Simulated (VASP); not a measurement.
Here is a VASP 6.6.1 calculation.

The input INCAR:

```
PREC = Accurate
ENCUT = 600
EDIFF = 1E-7
ISMEAR = -1
SIGMA = 0.1
LREAL = False
LASPH = True
NELM = 150
ALGO = Normal
ISIF = 3
LWAVE = False
LCHARG = False
ISPIN = 2
MAGMOM = 3.2 0 0 0
LORBIT = 11
LMAXMIX = 4
GGA = PS
IBRION = 2
NSW = 100
EDIFFG = -0.05
```

Contents of KPOINTS:

```
Automatic mesh
0
Gamma
  7 7 7
```

The input POSCAR:

```
CoPd3
1.0
    3.8503750000      0.0000000000      0.0000000000
    0.0000000000      3.8503750000      0.0000000000
    0.0000000000      0.0000000000      3.8503750000
Co Pd
1 3
Direct
    0.0000000000      0.0000000000      0.0000000000
    0.0000000000      0.5000000000      0.5000000000
    0.5000000000      0.0000000000      0.5000000000
    0.5000000000      0.5000000000      0.0000000000
```

Potentials or basis: VASP PAW PBE potentials, release 64 (Co, Pd).

The run is started by

```sh
$ cat potpaw_PBE.64/Co/POTCAR potpaw_PBE.64/Pd/POTCAR > POTCAR
$ mpirun -np 1 vasp_std > vasp.out
```

Q: What does it give for the space group after relaxing (to 0.1 Å)?

A: Pm-3m (No. 221).

Q: What does it give for the net moment?

A: 2.89 μB per cell.

Q: Predict the relaxed cell.

A: a = 3.799 Å, b = 3.799 Å, c = 3.799 Å, α = 90.00°, β = 90.00°, γ = 90.00°.

Q: What does it give for the site moments?

A: Co +1.99; Pd +0.30 μB.

Final structure:
```
Co Pd
1.0
     3.79881    0.00000    0.00000
     0.00000    3.79881    0.00000
     0.00000    0.00000    3.79881
Co Pd
1 3
Direct
  0.00000 0.00000 0.00000
  0.00000 0.50000 0.50000
  0.50000 0.00000 0.50000
  0.50000 0.50000 0.00000
```
